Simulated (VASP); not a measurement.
# SnO2 (P6_3/mmc) in VASP: a series of runs, part 2 of 2

VASP 6.6.1. Earlier steps stand in the parts before.

### 3 Single point, PBE

The input, INCAR:

```
PREC = Accurate
ENCUT = 520
EDIFF = 1E-7
ISMEAR = 0
SIGMA = 0.01
LREAL = False
LASPH = True
NELM = 100
ALGO = Normal
ISIF = 2
LWAVE = False
LCHARG = False
GGA = PE
NBANDS = 35
```

The input, KPOINTS:

```
regular mesh
0
Gamma
  5 5 2
```

The input, POSCAR:

```
SnO2
1.0
    3.2305756200      0.0000000000      0.0000000000
   -1.6152878100      2.7977605500      0.0000000000
    0.0000000000      0.0000000000     10.7905620000
Sn O
2 4
Direct
    0.0000000000      0.0000000000      0.5000000000
    0.0000000000      0.0000000000      0.0000000000
    0.6666666680      0.3333333298      0.4058619996
    0.6666666680      0.3333333298      0.0941380004
    0.3333333289      0.6666666702      0.5941380004
    0.3333333289      0.6666666702      0.9058619996
```

Potentials or basis: VASP PAW PBE potentials, release 64 (Sn_d, O).

Run with:

```console
$ cat potpaw_PBE.64/Sn_d/POTCAR potpaw_PBE.64/O/POTCAR > POTCAR
$ mpirun -np 1 vasp_std > vasp.out
```

Wall time 16 s (1 thread of Intel Xeon 6975P-C (Granite Rapids), shared host); peak memory 0.19 GiB.

Results (log left out):

```yaml
Free_energy: -36.3430 eV
Pressure: 0.1 GPa
Largest_force: 0.047 eV/Å
Band_gap_on_the_k_mesh: 2.09 eV, indirect (least direct gap 2.48 eV)
```

Forces on the atoms (eV/Å):
```
Sn   0.000  0.000  0.000
Sn   0.000  0.000  0.000
O    0.000  0.000  0.047
O    0.000  0.000 -0.047
O    0.000  0.000 -0.047
O    0.000  0.000  0.047
```

Stress tensor (GPa, compression positive):
```
-0.03  0.00  0.00
 0.00 -0.03  0.00
 0.00  0.00  0.38
```

Levels at points of the mesh, in eV from the valence-band top:
```tsv
k point	band 23	band 24	band 25	band 26	band 27	band 28	band 29	band 30
(0.00, 0.00, 0.00)	-0.88	-0.86	-0.86	-0.39	2.09	2.80	5.42	5.78
(0.00, 0.00, 0.50)	-0.87	-0.87	-0.71	-0.71	2.46	2.46	5.61	5.61
```

Caveat: the k points lie up to 0.45 Å⁻¹ apart; spin-orbit coupling is left out, which moves the levels of the heavy elements.

### 4 Single point, PBE

The input, INCAR:

```
SYSTEM = SnO2
ALGO = Normal
EDIFF = 1E-7
ENCUT = 520
GGA = PE
ISIF = 2
ISMEAR = 0
LASPH = .TRUE.
LCHARG = .FALSE.
LREAL = .FALSE.
LWAVE = .FALSE.
NBANDS = 35
NELM = 100
PREC = Accurate
SIGMA = 0.01
```

The input, KPOINTS:

```
k-points
0
G
  6 6 2
  0 0 0
```

POSCAR is that of step 3.

Potentials or basis: VASP PAW PBE potentials, release 64 (Sn_d, O).

Run with:

```console
$ cat potpaw_PBE.64/Sn_d/POTCAR potpaw_PBE.64/O/POTCAR > POTCAR
$ mpirun -np 1 vasp_std > vasp.out
```

OUTCAR:

```text
SYSTEM = SnO2
   EDIFF = 1E-7
   ENCUT = 520
   GGA = PE
   ISIF = 2
   ISMEAR = 0
   LASPH = .TRUE.
   LREAL = .FALSE.
   NELM = 100
   PREC = Accurate

 ion  position               nearest neighbor table
   1  0.000  0.000  0.500-   5 2.12   3 2.12   3 2.12   5 2.12   3 2.12   5 2.12
   2  0.000  0.000  0.000-   6 2.12   4 2.12   4 2.12   6 2.12   4 2.12   6 2.12
   3  0.667  0.333  0.406-   1 2.12   1 2.12   1 2.12
   4  0.667  0.333  0.094-   2 2.12   2 2.12   2 2.12
   5  0.333  0.667  0.594-   1 2.12   1 2.12   1 2.12
   6  0.333  0.667  0.906-   2 2.12   2 2.12   2 2.12

  LATTYP: Found a hexagonal cell.
 ALAT       =     3.2305756200
 C/A-ratio  =     3.3401360220

  Lattice vectors:

 A1 = (   3.2305756200,   0.0000000000,   0.0000000000)
 A2 = (  -1.6152878100,   2.7977605500,   0.0000000000)
 A3 = (   0.0000000000,   0.0000000000,  10.7905620000)

Analysis of symmetry for initial positions (statically):
[... 170 lines left out ...]
  energy without entropy =      -36.34685279  energy(sigma->0) =      -36.34685279

 E-fermi :   2.1352     XC(G=0):  -9.1890

 val. band max:        2.0754561126   @ k =   0.3333   0.1667   0.0000
 cond. band min:       4.1820496414   @ k =   0.0000   0.0000   0.0000
 fundamental gap:      2.1065935288
 Fermi energy:         2.1351896829

 k-point     1 :       0.0000    0.0000    0.0000
  band No.  band energies     occupation
      1     -17.9425      2.00000
      2     -17.9419      2.00000
      3     -17.7290      2.00000
      4     -17.7290      2.00000
      5     -17.7290      2.00000
      6     -17.7290      2.00000
[... 521 lines left out ...]
     34      12.2645      0.00000
     35      14.1140      0.00000

------------------------ aborting loop because EDIFF is reached ----------------------------------------

  FORCE on cell =-STRESS in cart. coord.  units (eV):
  Direction    XX          YY          ZZ          XY          YZ          ZX
  --------------------------------------------------------------------------------------
  -------------------------------------------------------------------------------------
  Total       -0.0249871     -0.0249871      0.2378202      0.0000000     -0.0000000      0.0000000
  in kB       -0.4104798     -0.4104798      3.9068330      0.0000000     -0.0000000      0.0000000
  external PRESSURE =       1.0286244 kB  Pullay stress =       0.0000000 kB

 VOLUME and BASIS-vectors are now :
 -----------------------------------------------------------------------------
  energy-cutoff  :      520.00
  volume of cell :       97.53
      direct lattice vectors                 reciprocal lattice vectors
     3.230575620  0.000000000  0.000000000     0.309542360  0.178714365  0.000000000
    -1.615287810  2.797760550  0.000000000     0.000000000  0.357428730  0.000000000
     0.000000000  0.000000000 10.790562000     0.000000000  0.000000000  0.092673579

 POSITION                                       TOTAL-FORCE (eV/Angst)
 -----------------------------------------------------------------------------------
      0.00000      0.00000      5.39528        -0.000000     -0.000000      0.000000
      0.00000      0.00000      0.00000        -0.000000     -0.000000      0.000000
      1.61529      0.93259      4.37948        -0.000000      0.000000      0.045710
      1.61529      0.93259      1.01580         0.000000     -0.000000     -0.045710
     -0.00000      1.86517      6.41108         0.000000     -0.000000     -0.045710
     -0.00000      1.86517      9.77476        -0.000000      0.000000      0.045710
 -----------------------------------------------------------------------------------
    total drift:                                0.000023      0.000000      0.000000

  FREE ENERGIE OF THE ION-ELECTRON SYSTEM (eV)
  ---------------------------------------------------
  free  energy   TOTEN  =       -36.3468527875 eV

  energy  without entropy=      -36.3468527875  energy(sigma->0) =      -36.34685279
```

stdout:

```text
POSCAR found type information on POSCAR SnO
 POSCAR found :  2 types and       6 ions
 scaLAPACK will be used
 LDA part: xc-table for (Slater+PW92), standard interpolation
 POSCAR, INCAR and KPOINTS ok, starting setup
 FFT: planning ... GRIDC
 FFT: planning ... GRID_SOFT
 FFT: planning ... GRID
 WAVECAR not read
 entering main loop
```

It took 21 s on 1 thread of Intel Xeon 6975P-C (Granite Rapids), shared host; peak memory 0.21 GiB.

What came out:

```yaml
Free_energy: -36.3469 eV
Pressure: 0.1 GPa
Largest_force: 0.046 eV/Å
Band_gap_on_the_k_mesh: 2.11 eV, indirect (least direct gap 2.48 eV)
```

Forces in eV/Å, atoms in the order of the input:
```
Sn   0.000  0.000  0.000
Sn   0.000  0.000  0.000
O    0.000  0.000  0.046
O    0.000  0.000 -0.046
O    0.000  0.000 -0.046
O    0.000  0.000  0.046
```

Caveat: spin-orbit coupling is left out, which moves the levels of the heavy elements. A k mesh can miss the band edges.

### 5 Single point, PBE

The input, INCAR:

```
SYSTEM = SnO2
  PREC = Accurate
  ENCUT = 520
  EDIFF = 1E-6
  ISMEAR = 0
  SIGMA = 0.01
  LREAL = .False.
  LASPH = .True.
  NELM = 80
  ALGO = Normal
  ISIF = 2
  LWAVE = .False.
  LCHARG = .True.
  GGA = PE
  LELF = .True.
  LVHAR = .True.
  NBANDS = 35
```

The input, KPOINTS:

```
Automatic mesh
0
Gamma
  10 10 3
  0 0 0
```

POSCAR is that of step 4.

Run with:

```console
$ cat potpaw_PBE.64/Sn_d/POTCAR potpaw_PBE.64/O/POTCAR > POTCAR
$ mpirun -np 1 vasp_std > vasp.out
```

It took 41 s on 1 thread of Intel Xeon 6975P-C (Granite Rapids), shared host; peak memory 0.24 GiB.

Results (log left out):

| Property | Result |
| --- | --- |
| Free energy | -36.3479 eV |
| Pressure | 0.1 GPa |
| Largest force | 0.046 eV/Å |
| Band gap on the k mesh | 2.09 eV, indirect (least direct gap 2.48 eV) |

Forces on the atoms (eV/Å):
```
Sn   0.000  0.000  0.000
Sn   0.000  0.000  0.000
O    0.000  0.000  0.046
O    0.000  0.000 -0.046
O    0.000  0.000 -0.046
O    0.000  0.000  0.046
```

Stress tensor (GPa, compression positive):
```
-0.05  0.00  0.00
 0.00 -0.05  0.00
 0.00  0.00  0.39
```

Levels at points of the mesh, in eV from the valence-band top:
```csv
k point,band 24,band 25,band 26,band 27,band 28,band 29
"(0.00, 0.00, 0.00)",-0.86,-0.86,-0.39,2.09,2.81,5.42
"(0.50, 0.00, 0.00)",-0.51,-0.45,-0.08,5.11,5.24,6.95
```

Caveat: spin-orbit coupling is left out, which moves the levels of the heavy elements. A k mesh can miss the band edges.

### 6 The runs side by side

| k mesh | gap on the mesh (eV) | pressure (GPa) | largest force (eV/Å) |
| --- | --- | --- | --- |
| 4 × 4 × 1 | 2.08 | 0.1 | 0.06 |
| 5 × 5 × 2 | 2.09 | 0.1 | 0.05 |
| 6 × 6 × 2 | 2.11 | 0.1 | 0.05 |
| 10 × 10 × 3 | 2.09 | 0.1 | 0.05 |

Alike in all rows: task single point; level PBE; potentials or basis VASP PAW PBE potentials, release 64 (Sn_d, O); no spin polarisation; cell as given; cutoff (eV) 520; smearing gaussian 0.01 eV.

Caveats: some runs use coarse meshes; spin-orbit coupling is left out, which moves the levels of the heavy elements.

Absolute energies hang on the potentials; compare differences alone.
